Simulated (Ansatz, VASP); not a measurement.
**OsPtC6N6 in VASP and in Ansatz**

```
Os Pt C N
1.0
     0.00000    5.17703    5.17703
     5.17703    0.00000    5.17703
     5.17703    5.17703    0.00000
Os Pt C N
1 1 6 6
Direct
  0.50000 0.50000 0.50000
  0.00000 0.00000 0.00000
  0.80526 0.19474 0.19474
  0.19474 0.80526 0.19474
  0.19474 0.19474 0.80526
  0.19474 0.80526 0.80526
  0.80526 0.19474 0.80526
  0.80526 0.80526 0.19474
  0.69297 0.30703 0.30703
  0.30703 0.69297 0.30703
  0.30703 0.30703 0.69297
  0.30703 0.69297 0.69297
  0.69297 0.30703 0.69297
  0.69297 0.69297 0.30703
```

Alike in both runs: functional PBE; k mesh 6 × 6 × 6; occupations gaussian, width 0.02 eV; no spin polarisation.

Ansatz relaxed the structure, and its values are those at the end. VASP's run is a single point on that final structure, the one shown.

|  | VASP | Ansatz |
| --- | --- | --- |
| version | VASP 6.6.1 | Ansatz 0.2.0 |
| potentials or method | VASP PAW PBE potentials, release 64 (Os_sv_GW, Pt_sv_GW, C, N), cutoff 700 eV | scalar-relativistic, plane waves, PAW |
| valence electrons in the cell | 88 | 88 |

VASP gave:

| Item | Value |
| --- | --- |
| gap on the k mesh at the Fermi level (eV) | 2.46 |
| least direct gap on the mesh (eV) | 2.48 |
| pressure (GPa) | 0.2 |
| rms of the force components (eV/Å) | 0.198 |

Estimate Ansatz's values.

gap on the k mesh at the Fermi level (eV): 2.46; least direct gap on the mesh (eV): 2.49; pressure (GPa): 0.0; rms of the force components (eV/Å): 0.003.

One of these differences is far larger than is usual between the two programs; its cause wasn't traced.

Neither program's run includes spin-orbit coupling. Noted on VASP's run: the standard files for N, O and F lose accuracy on very short bonds.
